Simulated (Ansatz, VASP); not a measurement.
## LaTlO2 in VASP and in Ansatz

Contents of INCAR:

```
PREC = Accurate ; ENCUT = 600
EDIFF = 1E-6 ; ISMEAR = 0
SIGMA = 0.01 ; LREAL = False
LASPH = True ; NELM = 200
ALGO = Normal ; ISIF = 2
LWAVE = False ; LCHARG = False
GGA = PE ; NBANDS = 46
GGA_COMPAT = False ; LMAXMIX = 6
```

Contents of KPOINTS:

```
Automatic mesh
0
Gamma
  6 6 2
```

POSCAR

```
LaTlO2
1.0
    3.8265383419      0.0000000000      0.0000000000
    0.0000000000      4.1881250057      0.0000000000
    0.0000000000      0.0000000000     11.0526733526
Tl O La
2 4 2
Direct
    0.0000000000      0.0000000000      0.8763638629
    0.5000000000      0.5000000000      0.1236361371
    0.0000000000      0.5000000000      0.7543473718
    0.5000000000      0.0000000000      0.2456526282
    0.0000000000      0.5000000000      0.4701459295
    0.5000000000      0.0000000000      0.5298540705
    0.0000000000      0.0000000000      0.3866377420
    0.5000000000      0.5000000000      0.6133622580
```

Input for Ansatz:

```yaml
crystal:
  lattice:
    - [3.8265383419, 0.0, 0.0]
    - [0.0, 4.1881250057, 0.0]
    - [0.0, 0.0, 11.0526733526]
  atoms:
    - { symbol: Tl, position: [0.0, 0.0, 0.8763638629] }
    - { symbol: O, position: [0.0, 0.5, 0.7543473718] }
    - { symbol: Tl, position: [0.5, 0.5, 0.1236361371] }
    - { symbol: O, position: [0.5, 0.0, 0.2456526282] }
    - { symbol: La, position: [0.0, 0.0, 0.386637742] }
    - { symbol: O, position: [0.0, 0.5, 0.4701459295] }
    - { symbol: La, position: [0.5, 0.5, 0.613362258] }
    - { symbol: O, position: [0.5, 0.0, 0.5298540705] }
kpoints:
  mp_grid: { grid: [6, 6, 2] }
hamiltonian:
  xc: pbe
scf:
  occupations: { method: fixed }
  n_extra_bands: 6
output:
  forces: true
  stress: true
  eigenvalues: true
```

Alike in both runs: task single point; functional PBE; k mesh 6 × 6 × 2; no spin polarisation.

|  | VASP | Ansatz |
| --- | --- | --- |
| version | VASP 6.6.1 | Ansatz 0.2.0 |
| potentials or method | VASP PAW PBE potentials, release 64 (Tl_d, O, La) | plane waves, PAW |
| plane-wave cutoff (eV) | 600 | 420 |
| occupations | gaussian, width 0.01 eV | fixed |
| valence electrons in the cell | 72 | 72 |

|  | VASP | Ansatz | Ansatz less VASP |
| --- | --- | --- | --- |
| gap on the k mesh at the Fermi level (eV) | 0.85 | 0.85 | +0.003 |
| pressure (GPa) | 2.1 | 2.3 | +0.22 |
| rms of the force components (eV/Å) | 0.086 | 0.090 | +0.0046 |

Spin-orbit coupling is off throughout.
